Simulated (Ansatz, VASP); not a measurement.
One calculation of SrO, two programs

Contents of POSCAR:

```
SrO
1.0
    0.0000000000      2.6830880189      2.6830880189
    2.6830880189      0.0000000000      2.6830880189
    2.6830880189      2.6830880189      0.0000000000
Sr O
1 1
Direct
    0.0000000000      0.0000000000      0.0000000000
    0.5000000000      0.5000000000      0.5000000000
```

The input INCAR.step1:

```
SYSTEM = SrO
  PREC = Accurate
  ENCUT = 520
  EDIFF = 1E-5
  ISMEAR = 0
  SIGMA = 0.01
  LREAL = .False.
  LASPH = .True.
  NELM = 100
  ALGO = Normal
  ISIF = 2
  LWAVE = .True.
  GGA = PE
  NBANDS = 15
```

Contents of INCAR.step2:

```
SYSTEM = SrO
  PREC = Accurate
  ENCUT = 520
  EDIFF = 1E-6
  ISMEAR = 0
  SIGMA = 0.01
  LREAL = .False.
  LASPH = .True.
  NELM = 100
  ALGO = Normal
  ISIF = 2
  LWAVE = .False.
  LCHARG = .True.
  GGA = PE
  LHFCALC = .True.
  HFSCREEN = 0.2079
  PRECFOCK = Normal
  LELF = .True.
  LVHAR = .True.
  ISTART = 1
  NBANDS = 15
```

Contents of KPOINTS:

```
Automatic mesh
0
Gamma
  6 6 6
  0 0 0
```

Input for Ansatz:

```yaml
crystal:
  lattice:
    - [0.0, 2.6830880189, 2.6830880189]
    - [2.6830880189, 0.0, 2.6830880189]
    - [2.6830880189, 2.6830880189, 0.0]
  atoms:
    - { symbol: Sr, position: [0.0, 0.0, 0.0] }
    - { symbol: O, position: [0.5, 0.5, 0.5] }
kpoints:
  mp_grid: { grid: [6, 6, 6] }
  band_path:
    path:
      - [0.0, 0.0, 0.0]
      - [0.5, 0.0, 0.5]
      - [0.625, 0.25, 0.625]
      - [0.375, 0.375, 0.75]
      - [0.5, 0.5, 0.5]
      - [0.5, 0.25, 0.75]
    npoints: 1
hamiltonian:
  xc: hse06
scf:
  occupations: { method: fixed }
  n_extra_bands: 4
output:
  forces: true
  stress: true
  eigenvalues: true
```

Change from the starting cell: hydrostatic strain +4.0%.

Alike in both runs: task single point; functional HSE06; k mesh 6 × 6 × 6; no spin polarisation.

```csv
,VASP,Ansatz
version,VASP 6.6.1,Ansatz 0.2.0
potentials or method,"VASP PAW PBE potentials, release 64 (Sr_sv, O)","plane waves, PAW"
plane-wave cutoff (eV),520,420
occupations,"gaussian, width 0.01 eV",fixed
valence electrons in the cell,16,16
```

```csv
,VASP,Ansatz,Ansatz less VASP
gap on the k mesh at the Fermi level (eV),4.54,4.55,+0.017
pressure (GPa),-8.3,-8.6,-0.31
```

Ansatz's warnings: stress exchange threshold loose, stress scf threshold loose.
